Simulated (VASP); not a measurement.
Write the native input for VASP 6.6.1 that does the following.

```
Task                   : single point
Functional             : LDA
Potentials or basis    : VASP PAW LDA potentials, release 64 (Sb, Ga_d)
Cutoff                 : 520 eV
k mesh                 : 8 × 8 × 8
Occupations            : fermi-dirac, width 0.05 eV
Spin                   : no spin polarisation
Dipole correction      : no
Further INCAR settings : ALGO = Normal; EDIFF = 1e-06; NBANDS = 16
```

The structure of GaSb lies in POSCAR:

```
GaSb
1.0
    0.0000000000      3.0992546163      3.0992546163
    3.0992546163      0.0000000000      3.0992546163
    3.0992546163      3.0992546163      0.0000000000
Sb Ga
1 1
Direct
    0.7500000000      0.7500000000      0.7500000000
    0.0000000000      0.0000000000      0.0000000000
```

The input as run:

INCAR

```
PREC = Accurate
ENCUT = 520
EDIFF = 1E-6
ISMEAR = -1
SIGMA = 0.05
LREAL = False
LASPH = True
NELM = 60
ALGO = Normal
ISIF = 2
LWAVE = False
LCHARG = False
NBANDS = 16
```

KPOINTS

```
regular mesh
0
Gamma
  8 8 8
```

Potentials or basis: VASP PAW LDA potentials, release 64 (Sb, Ga_d).

Launch:

```sh
$ cat potpaw_LDA.64/Sb/POTCAR potpaw_LDA.64/Ga_d/POTCAR > POTCAR
$ mpirun -np 1 vasp_std > vasp.out
```

Results of the run:

```
Pressure               : -3.3 GPa
Band gap on the k mesh : zero (filled and empty bands touch)
```

Caveat: spin-orbit coupling is left out, which moves the levels of the heavy elements.

Run time: 38 s on 1 thread of AMD EPYC 7R13 (shared host), peak memory 0.15 GiB.
